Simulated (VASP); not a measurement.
MgO: single point with PBEsol

The system is MgO.

```
Mg O
1.0
     3.55670    0.00000    0.00000
    -1.77835    3.08020    0.00000
     0.00000    0.00000    4.53587
Mg O
2 2
Direct
  0.66667 0.33333 0.75000
  0.33333 0.66667 0.25000
  0.66667 0.33333 0.25000
  0.33333 0.66667 0.75000
```

This cell differs from its parent crystal: volume 12.423 Å^3 an atom, c/a of the conventional cell 1.2753.

```yaml
Program: VASP 6.6.1
Task: single point
Functional: PBEsol
Potentials_or_basis: VASP PAW PBE potentials, release 64 (Mg, O)
Cutoff: 520 eV
k_mesh: 9 × 9 × 6
Occupations: gaussian, width 0.05 eV
Spin: no spin polarisation
Dipole_correction: no
Further_INCAR_settings: ALGO = Normal; EDIFF = 1e-06; NBANDS = 16
```

```json
{
 "Pressure": "-11.7 GPa",
 "Band gap on the k mesh": "2.62 eV, direct"
}
```

Stress tensor (GPa, compression positive):
```
-10.07   0.00   0.00
  0.00 -10.07   0.00
  0.00   0.00 -15.10
```

Levels at points of the mesh, in eV from the valence-band top:
| k point | band 5 | band 6 | band 7 | band 8 | band 9 | band 10 | band 11 | band 12 |
| --- | --- | --- | --- | --- | --- | --- | --- | --- |
| (0.00, 0.00, 0.00) | -1.53 | -0.82 | -0.82 | 0.00 | 2.62 | 8.17 | 10.54 | 11.93 |
| (0.00, 0.00, 0.50) | -1.19 | -1.19 | -1.19 | -1.19 | 5.55 | 5.55 | 12.29 | 12.29 |

It took 39 s on 1 thread of Intel(R) Xeon(R) Platinum 8259CL CPU @ 2.50GHz (Skylake/Cascade Lake), with other jobs on the host, peak memory 0.19 GiB.

Caveat: the PAW data sets were made with another functional, which shifts forces and pressure a little.
